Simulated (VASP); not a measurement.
Set up this calculation in VASP 6.6.1, as the native input.

```
Task                   : single point
Functional             : PBE
Potentials or basis    : VASP PAW PBE potentials, release 64 (Ce, O)
Cutoff                 : 520 eV
k mesh                 : 10 × 10 × 10
Occupations            : gaussian, width 0.02 eV
Spin                   : no spin polarisation
Dipole correction      : no
Further INCAR settings : ALGO = Normal; EDIFF = 1e-06; NBANDS = 19
```

The structure of CeO2 lies in POSCAR:

```
CeO2
1.0
    0.0000000000      2.7320656147      2.7320656147
    2.7320656147      0.0000000000      2.7320656147
    2.7320656147      2.7320656147      0.0000000000
Ce O
1 2
Direct
    0.0000000000      0.0000000000      0.0000000000
    0.2500000000      0.2500000000      0.2500000000
    0.7500000000      0.7500000000      0.7500000000
```

The input as run:

INCAR

```
SYSTEM = CeO2
  PREC = Accurate
  ENCUT = 520
  EDIFF = 1E-6
  ISMEAR = 0
  SIGMA = 0.02
  LREAL = .FALSE.
  LASPH = .TRUE.
  NELM = 60
  ALGO = Normal
  ISIF = 2
  LWAVE = .FALSE.
  LCHARG = .FALSE.
  GGA = PE
  NBANDS = 19
```

KPOINTS

```
Automatic mesh
0
G
  10 10 10
  0 0 0
```

Potentials or basis: VASP PAW PBE potentials, release 64 (Ce, O).

Command:

```bash
$ cat potpaw_PBE.64/Ce/POTCAR potpaw_PBE.64/O/POTCAR > POTCAR
$ mpirun -np 1 vasp_std > vasp.out
```

Results of the run:

```yaml
Pressure: 0.0 GPa
Band_gap_on_the_k_mesh: 1.89 eV (least direct gap 1.95 eV)
```

Caveat: spin-orbit coupling is left out, which moves the levels of the heavy elements; semilocal functionals describe open f shells poorly, which spoils levels, moments and volumes.

Wall time 78 s on 1 thread of Oxide Virtual Turin-like Processor, on a shared host, peak memory 0.17 GiB.
